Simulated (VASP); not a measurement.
Wanted: the native input for a VASP 6.6.1 run.

```
Task                               : single point
Functional                         : PBE-based screened hybrid
Potentials or basis                : VASP PAW PBE potentials, release 64 (Sb_d_GW)
Cutoff                             : 400 eV
k mesh                             : 5 × 5 × 5
Occupations                        : fermi-dirac, width 0.05 eV
Spin                               : no spin polarisation
Dipole correction                  : no
Grid for exact exchange (PRECFOCK) : Normal
Share of exact exchange            : 0.3
Second run                         : valence_matched
Further INCAR settings             : ALGO = Normal; EDIFF = 1e-06; NBANDS = 14
Screening parameter                : 0.2 1/Å
```

The system is Sb.

```
CELL_PARAMETERS angstrom
0.00000 2.37124 2.37124
2.37124 0.00000 2.37124
2.37124 2.37124 0.00000
ATOMIC_POSITIONS crystal
Sb 0.00000 0.00000 0.00000
```

These files were run (other wordings do the same):

POSCAR

```
Sb
1.0
    0.0000000000      2.3712425216      2.3712425216
    2.3712425216      0.0000000000      2.3712425216
    2.3712425216      2.3712425216      0.0000000000
Sb
1
Direct
    0.0000000000      0.0000000000      0.0000000000
```

INCAR.step1

```
SYSTEM = Sb
PREC     = Accurate       ! precision mode
ENCUT    = 400            ! plane-wave cutoff, eV
EDIFF    = 1E-5           ! SCF threshold, eV
ISMEAR   = -1             ! smearing method
SIGMA    = 0.05           ! smearing width, eV
LREAL    = .False.        ! projectors in reciprocal space
LASPH    = .True.         ! aspherical terms in the spheres
NELM     = 120            ! most SCF steps
ALGO     = Normal         ! electronic algorithm
ISIF     = 2              ! what is computed and relaxed
LWAVE    = .True.         ! write WAVECAR
LCHARG   = .False.        ! write CHGCAR
GGA      = PE             ! functional
NBANDS   = 14             ! bands
GGA_COMPAT= .False.
```

INCAR.step2

```
SYSTEM = Sb
PREC     = Accurate       ! precision mode
ENCUT    = 400            ! plane-wave cutoff, eV
EDIFF    = 1E-6           ! SCF threshold, eV
ISMEAR   = -1             ! smearing method
SIGMA    = 0.05           ! smearing width, eV
LREAL    = .False.        ! projectors in reciprocal space
LASPH    = .True.         ! aspherical terms in the spheres
NELM     = 120            ! most SCF steps
ALGO     = Normal         ! electronic algorithm
ISIF     = 2              ! what is computed and relaxed
LWAVE    = .False.        ! write WAVECAR
LCHARG   = .False.        ! write CHGCAR
GGA      = PE             ! functional
LHFCALC  = .True.         ! exact exchange
AEXX     = 0.3            ! exact-exchange fraction
HFSCREEN = 0.2            ! screening, 1/A
PRECFOCK = Normal       
ISTART   = 1            
NBANDS   = 14             ! bands
GGA_COMPAT= .False.
```

KPOINTS

```
Automatic mesh
0
Gamma
  5 5 5
  0 0 0
```

Potentials or basis: VASP PAW PBE potentials, release 64 (Sb_d_GW).

Launch:

```bash
$ cat potpaw_PBE.64/Sb_d_GW/POTCAR > POTCAR
$ cp INCAR.step1 INCAR
$ mpirun -np 1 vasp_std > vasp.out
$ cp INCAR.step2 INCAR
$ mpirun -np 1 vasp_std > vasp.out
```

It gave:

The pressure is -1.1 GPa.

Caveat: the k points lie up to 0.46 Å⁻¹ apart; the PAW data sets were made with another functional, which shifts forces and pressure a little.

Wall time 4 min on 1 thread of Intel(R) Xeon(R) Platinum 8559C (Emerald Rapids), on a shared host, peak memory 0.24 GiB.
